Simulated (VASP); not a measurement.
Here is a VASP 6.6.1 calculation.

File INCAR:

```
SYSTEM = SmBiH3
ALGO = Normal ; EDIFF = 1E-6
ENCUT = 500 ; GGA = PE
GGA_COMPAT = .FALSE. ; ISIF = 2
ISMEAR = 0 ; LASPH = .TRUE.
LCHARG = .FALSE. ; LMAXMIX = 6
LREAL = .FALSE. ; LWAVE = .FALSE.
NBANDS = 22 ; NELM = 200
PREC = Accurate ; SIGMA = 0.1
```

The input KPOINTS:

```
k-points
0
G
  8 8 10
  0 0 0
```

The input POSCAR:

```
SmBiH3
1.0
    4.5249374706      0.0000000000      0.0000000000
    0.0000000000      4.5249374706      0.0000000000
    0.0000000000      0.0000000000      3.9570695628
Sm Bi H
1 1 3
Direct
    0.5000000000      0.5000000000      0.0000000000
    0.0000000000      0.0000000000      0.0000000000
    0.5000000000      0.0000000000      0.5000000000
    0.0000000000      0.5000000000      0.5000000000
    0.5000000000      0.5000000000      0.5000000000
```

Potentials or basis: VASP PAW PBE potentials, release 64 (Sm_3, Bi_d, H), 4f in core.

Run with:

```sh
$ cat potpaw_PBE.64/Sm_3/POTCAR potpaw_PBE.64/Bi_d/POTCAR potpaw_PBE.64/H/POTCAR > POTCAR
$ mpirun -np 1 vasp_std > vasp.out
```

(1) Predict the band gap on the k mesh.

(2) Estimate the pressure.

Results:

(1) zero (an odd number of electrons rules out a gap without spin polarisation).

(2) 0.1 GPa.

Caveat: spin-orbit coupling is left out, which moves the levels of the heavy elements; the 4f electrons are frozen in the core, so they carry no moment and show no levels.
